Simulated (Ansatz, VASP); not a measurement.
**SiNi in VASP and in Ansatz**

The input INCAR:

```
SYSTEM = SiNi
PREC     = Accurate       ! precision mode
ENCUT    = 600            ! plane-wave cutoff, eV
EDIFF    = 1E-6           ! SCF threshold, eV
ISMEAR   = 0              ! smearing method
SIGMA    = 0.1            ! smearing width, eV
LREAL    = .False.        ! projectors in reciprocal space
LASPH    = .True.         ! aspherical terms in the spheres
NELM     = 100            ! most SCF steps
ALGO     = Normal         ! electronic algorithm
ISIF     = 3              ! what is computed and relaxed
LWAVE    = .False.        ! write WAVECAR
LCHARG   = .False.        ! write CHGCAR
GGA      = CA             ! functional
IBRION   = 2              ! ionic algorithm
NSW      = 80             ! ionic steps
EDIFFG   = -0.01          ! ionic threshold
```

Contents of KPOINTS:

```
regular mesh
0
Gamma
  14 12 10
  0 0 0
```

File POSCAR:

```
SiNi
1.0
    3.0266200000      0.0000000000      0.0000000000
    0.0000000000      3.2735000000      0.0000000000
    0.0000000000      0.0000000000      4.6977600000
Si Ni
2 2
Direct
    0.5000000000      0.5000000000      0.8423000000
    0.0000000000      0.0000000000      0.1577000000
    0.5000000000      0.5000000000      0.3442200000
    0.0000000000      0.0000000000      0.6557800000
```

Input for Ansatz:

```yaml
crystal:
  lattice:
    - [3.02662, 0.0, 0.0]
    - [0.0, 3.2735, 0.0]
    - [0.0, 0.0, 4.69776]
  atoms:
    - { symbol: Si, position: [0.5, 0.5, 0.8423] }
    - { symbol: Si, position: [0.0, 0.0, 0.1577] }
    - { symbol: Ni, position: [0.5, 0.5, 0.34422] }
    - { symbol: Ni, position: [0.0, 0.0, 0.65578] }
basis:
  ecutwfc: 420
kpoints:
  mp_grid: { grid: [14, 12, 10] }
hamiltonian:
  xc: lda
scf:
  occupations: { method: gaussian, width: 0.1 }
output:
  forces: true
  stress: true
  eigenvalues: true
relax:
  adjacent_minimum: "off"
  f_tol: 0.01
  max_steps: 60
  cell: { stress_tol: 0.05 }
```

Alike in both runs: task relaxation of cell and atoms; functional LDA; k mesh 14 × 12 × 10; occupations gaussian, width 0.1 eV; no spin polarisation.

|  | VASP | Ansatz |
| --- | --- | --- |
| version | VASP 6.6.1 | Ansatz 0.2.0 |
| potentials or method | VASP PAW LDA potentials, release 64 (Si, Ni), cutoff 600 eV | scalar-relativistic, plane waves, PAW |
| valence electrons in the cell | 28 | 44 |

Ansatz gave:

```
gap on the k mesh at the Fermi level, each at its own relaxed structure (eV) : none
relaxed volume (Å³/atom)                                                     : 11.05
relaxed length of the cell vector where the two differ most in proportion (Å)              : 4.629
```

Problem. Estimate VASP's values.

Solution. gap on the k mesh at the Fermi level, each at its own relaxed structure (eV): none; relaxed volume (Å³/atom): 11.06; relaxed length of the cell vector where the two differ most in proportion (Å): 4.634.

LDA's correlation is that of Perdew and Zunger in VASP and of Perdew and Wang (1992) in Ansatz. A gap of «none» marks a metal or a gap that the smearing closes. VASP's potentials hold 28 valence electrons a cell and Ansatz's 44, so a difference there can come from the potentials and not from the codes.
